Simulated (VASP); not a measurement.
Input of a VASP 6.6.1 run:

Contents of INCAR:

```
SYSTEM = Ge
  PREC = Accurate
  ENCUT = 520
  EDIFF = 1E-6
  ISMEAR = -1
  SIGMA = 0.2
  LREAL = .FALSE.
  LASPH = .TRUE.
  NELM = 100
  ALGO = Normal
  ISIF = 2
  LWAVE = .FALSE.
  LCHARG = .FALSE.
  GGA = PS
  NBANDS = 13
```

The input KPOINTS:

```
regular mesh
0
G
  12 12 11
  0 0 0
```

File POSCAR:

```
Ge
1.0
    1.4155346479     -2.6347372402      0.0000000000
    1.4155346479      2.6347372402      0.0000000000
    0.0000000000      0.0000000000      2.7337381113
Ge
1
Direct
    0.5000000000      0.5000000000      0.0000000000
```

Potentials or basis: VASP PAW PBE potentials, release 64 (Ge_d).

The run is started by

```bash
$ cat potpaw_PBE.64/Ge_d/POTCAR > POTCAR
$ mpirun -np 1 vasp_std > vasp.out
```

(1) Estimate the pressure.

(2) Predict the band gap on the k mesh.

Answers

(1) -6.1 GPa.

(2) zero (band 7 reaches 12.11 eV, above the bottom of band 8 at 2.63 eV).

Caveat: the PAW data sets were made with another functional, which shifts forces and pressure a little.
